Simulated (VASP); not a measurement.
# Li (Fm-3m) in VASP: notebook

The runs below take Li through single point, with BLYP+D3(BJ), LDA, PBEsol+D3(BJ).

Program: VASP 6.6.1. These are calculated values, not measurements. Logs are shortened: lines on timing, memory, paths and dates and some standing lists are left out, and cuts for length are marked.

**1. The cell of the first run**

The structure is cubic, space group Fm-3m (No. 225). The conventional cell has a = 3.964 Å, b = 3.964 Å, c = 3.964 Å, α = 90.00°, β = 90.00°, γ = 90.00°. Li (site symmetry m-3m) has 12 Li at 2.80 Å within 3.7 Å.

**2. Single point, BLYP+D3(BJ)**

Contents of INCAR:

```
SYSTEM = Li
PREC = Accurate
ENCUT = 520
EDIFF = 1E-7
ISMEAR = -1
SIGMA = 0.1
LREAL = .False.
LASPH = .True.
NELM = 80
ALGO = Normal
ISIF = 2
LWAVE = .False.
LCHARG = .False.
GGA = B5
ALDAX = 1.0
AGGAX = 1.0
AGGAC = 1.0
ALDAC = 0.0
IVDW = 12
VDW_S6 = 1.0
VDW_S8 = 2.6996
VDW_A1 = 0.4298
VDW_A2 = 4.2359
NBANDS = 8
```

Contents of KPOINTS:

```
Automatic mesh
0
Gamma
  5 5 5
  0 0 0
```

Contents of POSCAR:

```
Li
1.0
    0.0000000000      1.9817728802      1.9817728802
    1.9817728802      0.0000000000      1.9817728802
    1.9817728802      1.9817728802      0.0000000000
Li
1
Direct
    0.0000000000      0.0000000000      0.0000000000
```

Potentials or basis: VASP PAW PBE potentials, release 64 (Li_sv).

On the command line:

```console
$ cat potpaw_PBE.64/Li_sv/POTCAR > POTCAR
$ mpirun -np 1 vasp_std > vasp.out
```

OUTCAR:

```text
SYSTEM = Li
   PREC = Accurate
   ENCUT = 520
   EDIFF = 1E-7
   ISMEAR = -1
   LREAL = .False.
   LASPH = .True.
   NELM = 80
   ISIF = 2
   GGA = B5
   IVDW = 12
 IVDW          = 12

 ion  position               nearest neighbor table
   1  0.000  0.000  0.000-

  LATTYP: Found a face centered cubic cell.
 ALAT       =     3.9635457604

  Lattice vectors:

 A1 = (   0.0000000000,   1.9817728802,   1.9817728802)
 A2 = (   1.9817728802,   0.0000000000,   1.9817728802)
 A3 = (   1.9817728802,   1.9817728802,   0.0000000000)

Analysis of symmetry for initial positions (statically):
=====================================================================
 Subroutine PRICEL returns:
 Original cell was already a primitive cell.

 Routine SETGRP: Setting up the symmetry group for a
 face centered cubic supercell.

 Subroutine GETGRP returns: Found 48 space group operations
 (whereof 48 operations were pure point group operations)
 out of a pool of 48 trial point group operations.

The static configuration has the point symmetry O_h .

Analysis of symmetry for dynamics (positions and initial velocities):
=====================================================================
 Subroutine PRICEL returns:
 Original cell was already a primitive cell.

 Routine SETGRP: Setting up the symmetry group for a
 face centered cubic supercell.

 Subroutine GETGRP returns: Found 48 space group operations
 (whereof 48 operations were pure point group operations)
 out of a pool of 48 trial point group operations.

The dynamic configuration has the point symmetry O_h .

 Subroutine INISYM returns: Found 48 space group operations
 (whereof 48 operations are pure point group operations),
 and found     1 'primitive' translations

----------------------------------------------------------------------------------------

                                     Primitive cell

  volume of cell :      15.5665

  direct lattice vectors                    reciprocal lattice vectors
     0.000000000  1.981772880  1.981772880    -0.252299345  0.252299345  0.252299345
     1.981772880  0.000000000  1.981772880     0.252299345 -0.252299345  0.252299345
     1.981772880  1.981772880  0.000000000     0.252299345  0.252299345 -0.252299345

  length of vectors
     2.802650085  2.802650085  2.802650085     0.436995285  0.436995285  0.436995285

  position of ions in fractional coordinates (direct lattice)
     0.000000000  0.000000000  0.000000000

  ion indices of the primitive-cell ions
   primitive index   ion index
                 1           1

----------------------------------------------------------------------------------------

 KPOINTS: Automatic mesh

Automatic generation of k-mesh.
 Grid dimensions read from file:
 generate k-points for:    5    5    5

 Generating k-lattice:

  Cartesian coordinates                     Fractional coordinates (reciprocal lattice)
    -0.050459869  0.050459869  0.050459869     0.200000000  0.000000000  0.000000000
     0.050459869 -0.050459869  0.050459869     0.000000000  0.200000000  0.000000000
     0.050459869  0.050459869 -0.050459869     0.000000000  0.000000000  0.200000000

  Length of vectors
     0.087399057  0.087399057  0.087399057

  Shift w.r.t. Gamma in fractional coordinates (k-lattice)
     0.000000000  0.000000000  0.000000000

 Subroutine IBZKPT returns following result:
 ===========================================

 Found     10 irreducible k-points:

 Following reciprocal coordinates:
            Coordinates               Weight
  0.000000  0.000000  0.000000      1.000000
  0.200000  0.000000  0.000000      8.000000
  0.400000  0.000000  0.000000      8.000000
  0.200000  0.200000  0.000000      6.000000
  0.400000  0.200000  0.000000     24.000000
 -0.400000  0.200000  0.000000     24.000000
 -0.200000  0.200000  0.000000     12.000000
  0.400000  0.400000  0.000000      6.000000
 -0.400000  0.400000  0.000000     12.000000
 -0.400000  0.400000  0.200000     24.000000
   k-points           NKPTS =     10   k-points in BZ     NKDIM =     10   number of bands    NBANDS=      8
   number of dos      NEDOS =    301   number of ions     NIONS =      1
   total plane-waves  NPLWV =  13824
   dimension x,y,z NGX =    24 NGY =   24 NGZ =   24
   dimension x,y,z NGXF=    48 NGYF=   48 NGZF=   48
   ions per type =               1
   NGX,Y,Z   is equivalent  to a cutoff of  14.24, 14.24, 14.24 a.u.
   NGXF,Y,Z  is equivalent  to a cutoff of  28.47, 28.47, 28.47 a.u.
 SYSTEM =  Li
   PREC   = accura    normal or accurate (medium, high low for compatibility)
   ISTART =      0    job   : 0-new  1-cont  2-samecut
   ICHARG =      2    charge: 1-file 2-atom 10-const
   ISPIN  =      1    spin polarized calculation?
   LNONCOLLINEAR =      F non collinear calculations
   LSORBIT =      F    spin-orbit coupling
   LASPH  =      T    aspherical Exc in radial PAW
   ENCUT  =  520.0 eV  38.22 Ry    6.18 a.u.   5.21  5.21  5.21*2*pi/ulx,y,z
   NELM   =     80;   NELMIN=  2; NELMDL= -5     # of ELM steps
   EDIFF  = 0.1E-06   stopping-criterion for ELM
   LREAL  =      F    real-space projection
   EDIFFG = 0.1E-05   stopping-criterion for IOM
   NSW    =      0    number of steps for IOM
   IBRION =     -1    ionic relax: 0-MD 1-quasi-New 2-CG
   NFREE  =      0    steps in history (QN), initial steepest desc. (CG)
   ISIF   =      2    stress and relaxation
   ISYM   =      2    0-nonsym 1-usesym 2-fastsym
   POTIM  = 0.5000    time-step for ionic-motion
   TEBEG  =    0.0;   TEEND  =   0.0 temperature during run
   PSTRESS=    0.0 pullay stress
   NELECT =       3.0000    total number of electrons
   NUPDOWN=      -1.0000    fix difference up-down
   EMIN   =  10.00;   EMAX   =-10.00  energy-range for DOS
   EFERMI =   0.00;   METHOD = LEGACY
   ISMEAR =    -1;   SIGMA  =   0.10  broadening in eV -4-tet -1-fermi 0-gaus
   EFERMI_NEDOS =   21; number of points for ismear=-14 and -15
   IALGO  =     38    algorithm
   IMIX   =      4    mixing-type and parameters
     AMIX     =   0.40;   BMIX     =  1.00
     AMIX_MAG =   1.60;   BMIX_MAG =  1.00
  volume/ion in A,a.u.               =      15.57       105.05
  Fermi-wavevector in a.u.,A,eV,Ry     =   0.945623  1.786968 12.166369  0.894203
  Thomas-Fermi vector in A             =   2.073542
   LORBIT       =      0    0 simple, 1 ext, 2 COOP (PROOUT), +10 PAW based schemes
   GGA     = B5    functional components
   LHFCALC =     F    Hartree Fock is set to
   AEXX    =    0.0000 exact exchange contribution
   IVDW    =    12    specifies the selected vdW correction
   LEPSILON=     F    determine dielectric tensor
   LRPA    =     F    only Hartree local field effects (RPA)
 non-spin polarized calculation
  energy-cutoff  :      520.00
  volume of cell :       15.57
 maximum number of plane-waves:       432
 NGX is ok and might be reduce to    24
   NGX = 11   NGY = 11   NGZ = 11

 number of electron       2.9999999 magnetization

 Free energy of the ion-electron system (eV)
  ---------------------------------------------------
  ext. energy  EPLUGINS =         0.00000000
  ---------------------------------------------------
  free energy    TOTEN  =        -1.56315244 eV

  energy without entropy =       -1.55224264  energy(sigma->0) =       -1.55769754

 E-fermi :   2.2075     XC(G=0):  -7.3250

 val. band max:        0.9422744839   @ k =   0.4000   0.0000   0.0000
 cond. band min:       2.2114951906   @ k =   0.4000   0.4000   0.0000
 fundamental gap:      1.2692207068
 Fermi energy:         2.2075117170

 k-point     1 :       0.0000    0.0000    0.0000
  band No.  band energies     occupation
      1     -44.9432      2.00000
      2      -1.9730      2.00000
      3      18.8320      0.00000
      4      18.8320      0.00000
      5      18.8321      0.00000
      6      23.5515      0.00000
      7      23.5515      0.00000
      8      23.5515      0.00000

 k-point     2 :       0.2000    0.0000    0.0000
  band No.  band energies     occupation
      1     -44.9268      2.00000
      2      -1.2064      2.00000
      3      13.1831      0.00000
      4      17.6716      0.00000
      5      17.6716      0.00000
      6      22.9789      0.00000
      7      24.7826      0.00000
      8      24.7826      0.00000

 k-point     3 :       0.4000    0.0000    0.0000
  band No.  band energies     occupation
      1     -44.9002      2.00000
      2       0.9423      1.99999
      3       7.0852      0.00000
      4      16.8745      0.00000
      5      16.8745      0.00000
      6      21.9944      0.00000
      7      21.9944      0.00000
      8      22.4025      0.00000

 k-point     4 :       0.2000    0.2000    0.0000
  band No.  band energies     occupation
      1     -44.9214      2.00000
      2      -0.9344      2.00000
      3      14.9921      0.00000
      4      14.9921      0.00000
      5      17.8560      0.00000
      6      18.2596      0.00000
      7      20.2272      0.00000
      8      29.1894      0.00000

 k-point     5 :       0.4000    0.2000    0.0000
  band No.  band energies     occupation
      1     -44.8984      2.00000
      2       0.8890      2.00000
      3       9.1654      0.00000
      4      13.9285      0.00000
      5      14.5303      0.00000
      6      18.7401      0.00000
      7      22.3729      0.00000
      8      27.7956      0.00000

 k-point     6 :      -0.4000    0.2000    0.0000
  band No.  band energies     occupation
      1     -44.8895      2.00000
      2       2.5810      0.04662
      3       5.9946      0.00000
      4      12.6195      0.00000
      5      14.8966      0.00000
      6      19.3463      0.00000
      7      25.3903      0.00000
      8      27.5352      0.00000

 k-point     7 :      -0.2000    0.2000    0.0000
  band No.  band energies     occupation
      1     -44.9071      2.00000
      2       0.1018      2.00000
      3      10.2861      0.00000
      4      13.1964      0.00000
      5      17.5063      0.00000
      6      21.3133      0.00000
      7      24.4543      0.00000
      8      24.6450      0.00000

 k-point     8 :       0.4000    0.4000    0.0000
  band No.  band energies     occupation
      1     -44.8866      2.00000
      2       2.2115      0.98009
      3       9.7694      0.00000
      4      12.1810      0.00000
      5      12.1810      0.00000
      6      14.7991      0.00000
      7      20.7374      0.00000
      8      35.2467      0.00000

 k-point     9 :      -0.4000    0.4000    0.0000
  band No.  band energies     occupation
      1     -44.8811      2.00000
      2       4.3352      0.00000
      3       6.2505      0.00000
      4       9.7888      0.00000
      5      12.5287      0.00000
      6      18.2696      0.00000
      7      22.3325      0.00000
      8      32.3599      0.00000

 k-point    10 :      -0.4000    0.4000    0.2000
  band No.  band energies     occupation
      1     -44.8843      2.00000
      2       3.3262      0.00003
      3       7.3224      0.00000
      4       9.1608      0.00000
      5      13.4018      0.00000
      6      21.2897      0.00000
      7      22.5908      0.00000
      8      27.7403      0.00000

------------------------ aborting loop because EDIFF is reached ----------------------------------------

 Edisp (eV)   -0.49374

 E8    (eV) :    -0.3551

  FORCE on cell =-STRESS in cart. coord.  units (eV):
  Direction    XX          YY          ZZ          XY          YZ          ZX
  --------------------------------------------------------------------------------------
  -------------------------------------------------------------------------------------
  Total      -0.00738    -0.00738    -0.00738     0.00000     0.00000    -0.00000
  in kB      -0.75987    -0.75987    -0.75987     0.00000     0.00000    -0.00000
  external pressure =       -0.76 kB  Pullay stress =        0.00 kB

 VOLUME and BASIS-vectors are now :
 -----------------------------------------------------------------------------
  energy-cutoff  :      520.00
  volume of cell :       15.57
      direct lattice vectors                 reciprocal lattice vectors
     0.000000000  1.981772880  1.981772880    -0.252299345  0.252299345  0.252299345
     1.981772880  0.000000000  1.981772880     0.252299345 -0.252299345  0.252299345
     1.981772880  1.981772880  0.000000000     0.252299345  0.252299345 -0.252299345

 POSITION                                       TOTAL-FORCE (eV/Angst)
 -----------------------------------------------------------------------------------
      0.00000      0.00000      0.00000         0.000000      0.000000      0.000000
 -----------------------------------------------------------------------------------
    total drift:                               -0.000000     -0.000000     -0.000000

  FREE ENERGIE OF THE ION-ELECTRON SYSTEM (eV)
  ---------------------------------------------------
  free  energy   TOTEN  =        -2.0568882069 eV

  energy  without entropy=       -2.0459784080  energy(sigma->0) =       -2.05143331
```

It took 5.1 s on 1 thread of AMD EPYC 9R45 (Zen 5), shared host; peak memory 0.1 GiB.

What came out:

| Quantity | Value |
| --- | --- |
| Free energy | -2.0569 eV |
| Dispersion energy per atom | -0.494 eV |

Caveat: the k points lie up to 0.55 Å⁻¹ apart; the cutoff is under 1.25 times the usual one of these potentials, so pressure, stress and relaxed cells hold a basis-set (Pulay) error; the PAW data sets were made with another functional, which shifts forces and pressure a little; pairwise dispersion overbinds metals, which lowers pressure and volume.

(Part 1 of 2 ends here.)
